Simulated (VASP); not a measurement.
# In2CuO4 (P6/mmm) in VASP: a series of runs

Runs on In2CuO4. Level: PBE. Tasks: single point.

Program: VASP 6.6.1. These are calculated values, not measurements. Logs are shortened: lines on timing, memory, paths and dates and some standing lists are left out, and cuts for length are marked.

## 1. The cell of the first run

Symmetry: P6/mmm, No. 191, hexagonal system. The conventional cell has a = 6.811 Å, b = 6.811 Å, c = 3.514 Å, α = 90.00°, β = 90.00°, γ = 120.00°. In (site symmetry -6m2) has 3 O at 1.97 Å within 2.6 Å. Cu (site symmetry 6/mmm) has 2 O at 1.76 Å within 2.3 Å. O (site symmetry 6/mmm) has 2 Cu at 1.76 Å within 2.3 Å. O (site symmetry mmm) has 2 In at 1.97 Å within 2.6 Å.

The cell was generated, and may not be a known phase.

## 2. Single point, PBE, collinear spin

INCAR reads:

```
SYSTEM = In2CuO4
PREC = Accurate ; ENCUT = 520
EDIFF = 1E-7 ; ISMEAR = 0
SIGMA = 0.1 ; LREAL = .False.
LASPH = .True. ; NELM = 150
ALGO = Normal ; ISIF = 2
LWAVE = .False. ; LCHARG = .False.
ISPIN = 2 ; MAGMOM = 0 0 1 0 0 0 0
LORBIT = 11 ; LMAXMIX = 4
GGA = PE ; NBANDS = 44
```

KPOINTS reads:

```
Automatic mesh
0
Gamma
  6 6 6
  0 0 0
```

POSCAR reads:

```
In2CuO4
1.0
    6.8107120147      0.0000000000      0.0000000000
   -3.4053560073      5.8982496226      0.0000000000
    0.0000000000      0.0000000000      3.5142975635
In Cu O
2 1 4
Direct
    0.3333333333      0.6666666667      0.0000000000
    0.6666666667      0.3333333333      0.0000000000
    0.0000000000      0.0000000000      0.0000000000
    0.0000000000      0.0000000000      0.5000000000
    0.5000000000      0.0000000000      0.0000000000
    0.0000000000      0.5000000000      0.0000000000
    0.5000000000      0.5000000000      0.0000000000
```

Potentials or basis: VASP PAW PBE potentials, release 64 (In_d, Cu, O).

Run with:

```console
> cat potpaw_PBE.64/In_d/POTCAR potpaw_PBE.64/Cu/POTCAR potpaw_PBE.64/O/POTCAR > POTCAR
> mpirun -np 1 vasp_std > vasp.out
```

OUTCAR:

```text
SYSTEM = In2CuO4
   PREC = Accurate
   ENCUT = 520
   EDIFF = 1E-7
   ISMEAR = 0
   LREAL = .False.
   LASPH = .True.
   NELM = 150
   ISIF = 2
   ISPIN = 2
   LORBIT = 11
   GGA = PE

 ion  position               nearest neighbor table
   1  0.333  0.667  0.000-   5 1.97   6 1.97   7 1.97   2 3.93   2 3.93   2 3.93
   2  0.667  0.333  0.000-   5 1.97   6 1.97   7 1.97   1 3.93   1 3.93   1 3.93
   3  0.000  0.000  0.000-   4 1.76   4 1.76
   4  0.000  0.000  0.500-   3 1.76   3 1.76
   5  0.500  0.000  0.000-   1 1.97   2 1.97
   6  0.000  0.500  0.000-   1 1.97   2 1.97
   7  0.500  0.500  0.000-   1 1.97   2 1.97

  LATTYP: Found a hexagonal cell.
 ALAT       =     6.8107120147
 C/A-ratio  =     0.5159956192

  Lattice vectors:

 A1 = (   6.8107120147,   0.0000000000,   0.0000000000)
 A2 = (  -3.4053560073,   5.8982496226,   0.0000000000)
 A3 = (   0.0000000000,   0.0000000000,   3.5142975635)

Analysis of symmetry for initial positions (statically):
=====================================================================
 Subroutine PRICEL returns:
 Original cell was already a primitive cell.

 Routine SETGRP: Setting up the symmetry group for a
 hexagonal supercell.

 Subroutine GETGRP returns: Found 24 space group operations
 (whereof 24 operations were pure point group operations)
 out of a pool of 24 trial point group operations.

The static configuration has the point symmetry D_6h.

Analysis of symmetry for dynamics (positions and initial velocities):
=====================================================================
 Subroutine PRICEL returns:
 Original cell was already a primitive cell.

 Routine SETGRP: Setting up the symmetry group for a
 hexagonal supercell.

 Subroutine GETGRP returns: Found 24 space group operations
 (whereof 24 operations were pure point group operations)
 out of a pool of 24 trial point group operations.

The dynamic configuration has the point symmetry D_6h.

Analysis of structural, dynamic, and magnetic symmetry:
=====================================================================
 Subroutine PRICEL returns:
 Original cell was already a primitive cell.

 Routine SETGRP: Setting up the symmetry group for a
 hexagonal supercell.

 Subroutine GETGRP returns: Found 24 space group operations
 (whereof 24 operations were pure point group operations)
 out of a pool of 24 trial point group operations.

The overall configuration has the point symmetry D_6h.

 Subroutine INISYM returns: Found 24 space group operations
 (whereof 24 operations are pure point group operations),
 and found     1 'primitive' translations

----------------------------------------------------------------------------------------

                                     Primitive cell

  volume of cell :     141.1738

  direct lattice vectors                    reciprocal lattice vectors
     6.810712015  0.000000000  0.000000000     0.146827527  0.084770912  0.000000000
    -3.405356007  5.898249623  0.000000000     0.000000000  0.169541824  0.000000000
     0.000000000  0.000000000  3.514297563     0.000000000  0.000000000  0.284551886

  length of vectors
     6.810712015  6.810712015  3.514297563     0.169541824  0.169541824  0.284551886

  position of ions in fractional coordinates (direct lattice)
     0.333333333  0.666666667  0.000000000
     0.666666667  0.333333333  0.000000000
     0.000000000  0.000000000  0.000000000
     0.000000000  0.000000000  0.500000000
     0.500000000  0.000000000  0.000000000
     0.000000000  0.500000000  0.000000000
     0.500000000  0.500000000  0.000000000

  ion indices of the primitive-cell ions
   primitive index   ion index
                 1           1
                 2           2
                 3           3
                 4           4
                 5           5
                 6           6
                 7           7

----------------------------------------------------------------------------------------

 KPOINTS: Automatic mesh

Automatic generation of k-mesh.
 Grid dimensions read from file:
 generate k-points for:    6    6    6

 Generating k-lattice:

  Cartesian coordinates                     Fractional coordinates (reciprocal lattice)
     0.024471254  0.014128485  0.000000000     0.166666667  0.000000000  0.000000000
     0.000000000  0.028256971  0.000000000     0.000000000  0.166666667  0.000000000
     0.000000000  0.000000000  0.047425314     0.000000000  0.000000000  0.166666667

  Length of vectors
     0.028256971  0.028256971  0.047425314

  Shift w.r.t. Gamma in fractional coordinates (k-lattice)
     0.000000000  0.000000000  0.000000000

 Subroutine IBZKPT returns following result:
 ===========================================

 Found     28 irreducible k-points:

 Following reciprocal coordinates:
            Coordinates               Weight
  0.000000  0.000000  0.000000      1.000000
  0.166667  0.000000  0.000000      6.000000
  0.333333  0.000000  0.000000      6.000000
  0.500000  0.000000  0.000000      3.000000
  0.166667  0.166667  0.000000      6.000000
  0.333333  0.166667  0.000000     12.000000
[... 16 lines left out ...]
  0.166667  0.000000  0.500000      6.000000
  0.333333  0.000000  0.500000      6.000000
 [... further k-points ...]
   k-points           NKPTS =     28   k-points in BZ     NKDIM =     28   number of bands    NBANDS=     44
   number of dos      NEDOS =    301   number of ions     NIONS =      7
   total plane-waves  NPLWV =  81648
   dimension x,y,z NGX =    54 NGY =   54 NGZ =   28
   dimension x,y,z NGXF=   108 NGYF=  108 NGZF=   56
   ions per type =               2   1   4
   NGX,Y,Z   is equivalent  to a cutoff of  13.18, 13.18, 13.25 a.u.
   NGXF,Y,Z  is equivalent  to a cutoff of  26.36, 26.36, 26.49 a.u.
 SYSTEM =  In2CuO4
   PREC   = accura    normal or accurate (medium, high low for compatibility)
   ISTART =      0    job   : 0-new  1-cont  2-samecut
   ICHARG =      2    charge: 1-file 2-atom 10-const
   ISPIN  =      2    spin polarized calculation?
   LNONCOLLINEAR =      F non collinear calculations
   LSORBIT =      F    spin-orbit coupling
   LASPH  =      T    aspherical Exc in radial PAW
   ENCUT  =  520.0 eV  38.22 Ry    6.18 a.u.  12.66 12.66  6.53*2*pi/ulx,y,z
   NELM   =    150;   NELMIN=  2; NELMDL= -5     # of ELM steps
   EDIFF  = 0.1E-06   stopping-criterion for ELM
   LREAL  =      F    real-space projection
   EDIFFG = 0.1E-05   stopping-criterion for IOM
   NSW    =      0    number of steps for IOM
   IBRION =     -1    ionic relax: 0-MD 1-quasi-New 2-CG
   NFREE  =      0    steps in history (QN), initial steepest desc. (CG)
   ISIF   =      2    stress and relaxation
   ISYM   =      2    0-nonsym 1-usesym 2-fastsym
   POTIM  = 0.5000    time-step for ionic-motion
   TEBEG  =    0.0;   TEEND  =   0.0 temperature during run
   PSTRESS=    0.0 pullay stress
   NELECT =      61.0000    total number of electrons
   NUPDOWN=      -1.0000    fix difference up-down
   EMIN   =  10.00;   EMAX   =-10.00  energy-range for DOS
   EFERMI =   0.00;   METHOD = LEGACY
   ISMEAR =     0;   SIGMA  =   0.10  broadening in eV -4-tet -1-fermi 0-gaus
   EFERMI_NEDOS =   21; number of points for ismear=-14 and -15
   IALGO  =     38    algorithm
   IMIX   =      4    mixing-type and parameters
     AMIX     =   0.40;   BMIX     =  1.00
     AMIX_MAG =   1.60;   BMIX_MAG =  1.00
  volume/ion in A,a.u.               =      20.17       136.10
  Fermi-wavevector in a.u.,A,eV,Ry     =   1.237656  2.338831 20.841309  1.531793
  Thomas-Fermi vector in A             =   2.372214
   LORBIT       =     11    0 simple, 1 ext, 2 COOP (PROOUT), +10 PAW based schemes
   GGA     = PE    functional components
   LHFCALC =     F    Hartree Fock is set to
   AEXX    =    0.0000 exact exchange contribution
   IVDW    =     0    specifies the selected vdW correction
   LEPSILON=     F    determine dielectric tensor
   LRPA    =     F    only Hartree local field effects (RPA)
 spin polarized calculation
 Gauss-broadening in eV      SIGMA  =   0.10
  energy-cutoff  :      520.00
  volume of cell :      141.17
 maximum number of plane-waves:      3829
 NGX is ok and might be reduce to    54
   NGX = 25   NGY = 25   NGZ = 13

 number of electron      61.0000023 magnetization       0.9489471

 Free energy of the ion-electron system (eV)
  ---------------------------------------------------
  ext. energy  EPLUGINS =         0.00000000
  ---------------------------------------------------
  free energy    TOTEN  =       -32.48177294 eV

  energy without entropy =      -32.47406872  energy(sigma->0) =      -32.47792083

 E-fermi :   1.3094     XC(G=0):  -8.4505

 val. band max:        1.2569787531   @ k =   0.1667   0.0000   0.0000
 cond. band min:       1.3434712323   @ k =   0.0000   0.0000   0.1667
 fundamental gap:      0.0864924792
 Fermi energy:         1.3094018850

 spin component 1

 k-point     1 :       0.0000    0.0000    0.0000
  band No.  band energies     occupation
      1     -16.5795      1.00000
      2     -16.3951      1.00000
      3     -16.1902      1.00000
      4     -16.1902      1.00000
      5     -12.8680      1.00000
      6     -12.5642      1.00000
[... 34 lines left out ...]
     41      11.5139      0.00000
     42      12.6681      0.00000

 k-point     2 :       0.1667    0.0000    0.0000
  band No.  band energies     occupation
      1     -16.5750      1.00000
      2     -16.3868      1.00000
      3     -16.2038      1.00000
      4     -16.1905      1.00000
      5     -12.8568      1.00000
      6     -12.5990      1.00000
[... 979 lines left out ...]
     41      10.3501      0.00000
     42      10.5571      0.00000

 k-point    24 :       0.3333    0.0000    0.5000
  band No.  band energies     occupation
      1     -16.3018      1.00000
      2     -16.1749      1.00000
      3     -16.1281      1.00000
      4     -16.0403      1.00000
      5     -12.6803      1.00000
      6     -12.5795      1.00000
[... 34 lines left out ...]
     41      11.2865      0.00000
     42      11.3898      0.00000

 [... further k-points ...]

 spin component 2

 k-point     1 :       0.0000    0.0000    0.0000
  band No.  band energies     occupation
      1     -16.4184      1.00000
      2     -16.1879      1.00000
      3     -16.1879      1.00000
      4     -15.7925      1.00000
      5     -12.8679      1.00000
      6     -12.5642      1.00000
[... 34 lines left out ...]
     41      11.5141      0.00000
     42      12.7045      0.00000

 k-point     2 :       0.1667    0.0000    0.0000
  band No.  band energies     occupation
      1     -16.4044      1.00000
      2     -16.2015      1.00000
      3     -16.1882      1.00000
      4     -15.7937      1.00000
      5     -12.8567      1.00000
      6     -12.5989      1.00000
[... 979 lines left out ...]
     41      10.3458      0.00000
     42      10.5544      0.00000

 k-point    24 :       0.3333    0.0000    0.5000
  band No.  band energies     occupation
      1     -16.2995      1.00000
      2     -16.1726      1.00000
      3     -16.1258      1.00000
      4     -15.2322      1.00000
      5     -12.6803      1.00000
      6     -12.5794      1.00000
[... 34 lines left out ...]
     41      11.2821      0.00000
     42      11.4071      0.00000

 [... further k-points ...]

 [bands above 42 left out]

------------------------ aborting loop because EDIFF is reached ----------------------------------------

  FORCE on cell =-STRESS in cart. coord.  units (eV):
  Direction    XX          YY          ZZ          XY          YZ          ZX
  --------------------------------------------------------------------------------------
  -------------------------------------------------------------------------------------
  Total        0.3004321      0.3004321      0.2747543      0.0000000      0.0000000      0.0000000
  in kB        3.4095946      3.4095946      3.1181777      0.0000000      0.0000000      0.0000000
  external PRESSURE =       3.3124556 kB  Pullay stress =       0.0000000 kB

 VOLUME and BASIS-vectors are now :
 -----------------------------------------------------------------------------
  energy-cutoff  :      520.00
  volume of cell :      141.17
      direct lattice vectors                 reciprocal lattice vectors
     6.810712015  0.000000000  0.000000000     0.146827527  0.084770912  0.000000000
    -3.405356007  5.898249623  0.000000000     0.000000000  0.169541824  0.000000000
     0.000000000  0.000000000  3.514297563     0.000000000  0.000000000  0.284551886

 POSITION                                       TOTAL-FORCE (eV/Angst)
 -----------------------------------------------------------------------------------
     -0.00000      3.93217      0.00000         0.000000     -0.000000     -0.000000
      3.40536      1.96608      0.00000        -0.000000      0.000000      0.000000
      0.00000      0.00000      0.00000        -0.000000      0.000000      0.000000
      0.00000      0.00000      1.75715        -0.000000      0.000000      0.000000
      3.40536      0.00000      0.00000        -0.000000      0.000000      0.000000
     -1.70268      2.94912      0.00000        -0.000000      0.000000      0.000000
      1.70268      2.94912      0.00000        -0.000000      0.000000      0.000000
 -----------------------------------------------------------------------------------
    total drift:                                0.000000      0.000000     -0.000000

  FREE ENERGIE OF THE ION-ELECTRON SYSTEM (eV)
  ---------------------------------------------------
  free  energy   TOTEN  =       -32.4817729438 eV

  energy  without entropy=      -32.4740687213  energy(sigma->0) =      -32.47792083

 total charge

# of ion       s       p       d       tot
------------------------------------------
    1        0.717   0.702  10.038  11.457
    2        0.717   0.702  10.038  11.457
    3        0.463   0.383   9.072   9.919
    4        1.561   3.361   0.000   4.923
    5        1.555   3.424   0.000   4.978
    6        1.555   3.424   0.000   4.978
    7        1.555   3.424   0.000   4.978
--------------------------------------------------
tot          8.123  15.419  29.148  52.689

 magnetization (x)

# of ion       s       p       d       tot
------------------------------------------
    1        0.000  -0.000   0.000   0.000
    2        0.000  -0.000   0.000   0.000
    3       -0.009  -0.006   0.446   0.432
    4        0.007   0.428   0.000   0.435
    5       -0.000   0.002   0.000   0.002
    6       -0.000   0.002   0.000   0.002
    7       -0.000   0.002   0.000   0.002
--------------------------------------------------
tot         -0.001   0.427   0.446   0.872
```

Run time: 8.3 min. Hardware: 1 thread of Intel Xeon Platinum 8559C (Emerald Rapids), shared host; peak memory 0.5 GiB.

What came out:

```
Free energy                                           : -32.4818 eV
Pressure                                              : 0.3 GPa
Net moment                                            : 0.95 μB per cell
Site moments                                          : In +0.00; Cu +0.43; O +0.43, +0.00 (each value once) μB
Valence electrons inside the program's atomic spheres : In 11.46; Cu 9.92; O 4.92, 4.98 (each value once)
```

Caveat: a moment this small can come from the mesh or the smearing; spin-orbit coupling is left out, which moves the levels of the heavy elements; a cell with one magnetic atom can't hold antiferromagnetic order, which such compounds often take; semilocal functionals often make such compounds metallic where correlation or magnetic order opens a gap, which also shifts bond lengths. With open d or f shells a metallic result of PBE can be an artefact of self-interaction; +U or a hybrid may open a gap.

## 3. Single point, PBE, collinear spin

INCAR reads:

```
PREC = Accurate
ENCUT = 520
EDIFF = 1E-6
ISMEAR = 0
SIGMA = 0.1
LREAL = False
LASPH = True
NELM = 150
ALGO = Fast
ISIF = 2
LWAVE = False
LCHARG = False
ISPIN = 2
MAGMOM = 0 0 0.49 0.46 0 0 0
LORBIT = 11
LMAXMIX = 4
GGA = PE
NBANDS = 44
```

KPOINTS reads:

```
Automatic mesh
0
Gamma
  6 6 10
```

POSCAR is that of step 2.

Potentials or basis: VASP PAW PBE potentials, release 64 (In_d, Cu, O).

Run with:

```console
> cat potpaw_PBE.64/In_d/POTCAR potpaw_PBE.64/Cu/POTCAR potpaw_PBE.64/O/POTCAR > POTCAR
> mpirun -np 1 vasp_std > vasp.out
```

It took 33 min on 1 thread of Oxide Virtual Turin-like, shared host; peak memory 0.56 GiB.

Results (log left out):

| Item | Value |
| --- | --- |
| Free energy | -32.4310 eV |
| Pressure | 0.1 GPa |
| Net moment | 0.42 μB per cell |
| Site moments | In +0.00; Cu +0.19; O +0.20, +0.00 (each value once) μB |
| Valence electrons inside the program's atomic spheres | In 11.46; Cu 9.92; O 4.92, 4.98 (each value once) |

Stress tensor (GPa, compression positive):
```
 0.34  0.00  0.00
 0.00  0.34  0.00
 0.00  0.00 -0.28
```

Levels at points of the mesh, in eV from the Fermi level:
Spin up:
| k point | band 28 | band 29 | band 30 | band 31 | band 32 | band 33 | band 34 | band 35 |
| --- | --- | --- | --- | --- | --- | --- | --- | --- |
| (0.00, 0.00, 0.00) | -0.98 | -0.98 | -0.92 | -0.92 | -0.74 | 4.07 | 4.23 | 5.72 |
| (0.50, 0.00, 0.00) | -1.34 | -1.18 | -1.10 | -0.92 | 1.11 | 2.56 | 4.33 | 5.66 |
| (0.00, 0.00, 0.50) | -1.01 | -0.85 | 0.11 | 0.11 | 1.42 | 2.07 | 3.61 | 7.04 |
| (0.50, 0.00, 0.50) | -1.01 | -0.34 | 0.12 | 0.13 | 2.32 | 3.04 | 3.43 | 5.22 |
Spin down:
| k point | band 28 | band 29 | band 30 | band 31 | band 32 | band 33 | band 34 | band 35 |
| --- | --- | --- | --- | --- | --- | --- | --- | --- |
| (0.00, 0.00, 0.00) | -0.92 | -0.92 | -0.91 | -0.91 | -0.72 | 4.13 | 4.23 | 5.72 |
| (0.50, 0.00, 0.00) | -1.26 | -1.18 | -1.08 | -0.92 | 1.13 | 2.57 | 4.38 | 5.71 |
| (0.00, 0.00, 0.50) | -1.01 | -0.77 | 0.55 | 0.55 | 1.42 | 2.08 | 3.61 | 7.04 |
| (0.50, 0.00, 0.50) | -1.00 | -0.26 | 0.56 | 0.57 | 2.32 | 3.04 | 3.43 | 5.22 |

Caveat: a moment this small can come from the mesh or the smearing; spin-orbit coupling is left out, which moves the levels of the heavy elements; a cell with one magnetic atom can't hold antiferromagnetic order, which such compounds often take; semilocal functionals often make such compounds metallic where correlation or magnetic order opens a gap, which also shifts bond lengths.
